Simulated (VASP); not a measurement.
Wanted: the native input for a VASP 6.6.1 run.

```
Task                   : single point
Functional             : r2SCAN
Potentials or basis    : VASP PAW PBE potentials, release 64 (Yb, Fe)
Cutoff                 : 520 eV
k mesh                 : 5 × 5 × 5
Occupations            : fermi-dirac, width 0.1 eV
Spin                   : no spin polarisation
Dipole correction      : no
Further INCAR settings : ALGO = Normal; EDIFF = 1e-06; NBANDS = 48
```

Yb3Fe:

```xyz
4
Lattice="5.0077 0.0000 0.0000 0.0000 5.0077 0.0000 0.0000 0.0000 5.0077" Properties=species:S:1:pos:R:3 pbc="T T T"
Yb    0.0000    2.5038    2.5038
Yb    2.5038    0.0000    2.5038
Yb    2.5038    2.5038    0.0000
Fe    0.0000    0.0000    0.0000
```

The input as run:

POSCAR

```
Yb3Fe
1.0
    5.0076948700      0.0000000000      0.0000000000
    0.0000000000      5.0076948700      0.0000000000
    0.0000000000      0.0000000000      5.0076948700
Yb Fe
3 1
Direct
    0.0000000000      0.5000000000      0.5000000000
    0.5000000000      0.0000000000      0.5000000000
    0.5000000000      0.5000000000      0.0000000000
    0.0000000000      0.0000000000      0.0000000000
```

INCAR.step1

```
SYSTEM = Yb3Fe
PREC = Accurate
ENCUT = 520
ISMEAR = -1
SIGMA = 0.1
LREAL = .FALSE.
LASPH = .TRUE.
NELM = 100
NBANDS = 48
GGA = PE
ALGO = Normal
EDIFF = 1E-4
LWAVE = .TRUE.
LCHARG = .FALSE.
```

INCAR.step2

```
SYSTEM = Yb3Fe
PREC = Accurate
ENCUT = 520
EDIFF = 1E-6
ISMEAR = -1
SIGMA = 0.1
LREAL = .FALSE.
LASPH = .TRUE.
NELM = 100
ALGO = Normal
ISIF = 2
LWAVE = .FALSE.
LCHARG = .FALSE.
METAGGA = R2SCAN
LMIXTAU = .TRUE.
NBANDS = 48
ISTART = 1
```

KPOINTS

```
Automatic mesh
0
G
  5 5 5
  0 0 0
```

Potentials or basis: VASP PAW PBE potentials, release 64 (Yb, Fe).

Launch:

```bash
$ cat potpaw_PBE.64/Yb/POTCAR potpaw_PBE.64/Fe/POTCAR > POTCAR
$ cp INCAR.step1 INCAR
$ mpirun -np 1 vasp_std > vasp.out
$ cp INCAR.step2 INCAR
$ mpirun -np 1 vasp_std > vasp.out
```

Results of the run:

```yaml
Pressure: -6.7 GPa
```

Caveat: the cell stands under tension; the PAW data sets were made with another functional, which shifts forces and pressure a little; the run has no spin polarisation, though such a crystal can be magnetic.

Run time: 13 min on 1 thread of Intel(R) Xeon(R) Platinum 8375C CPU @ 2.90GHz (Ice Lake) (shared host), peak memory 0.3 GiB.
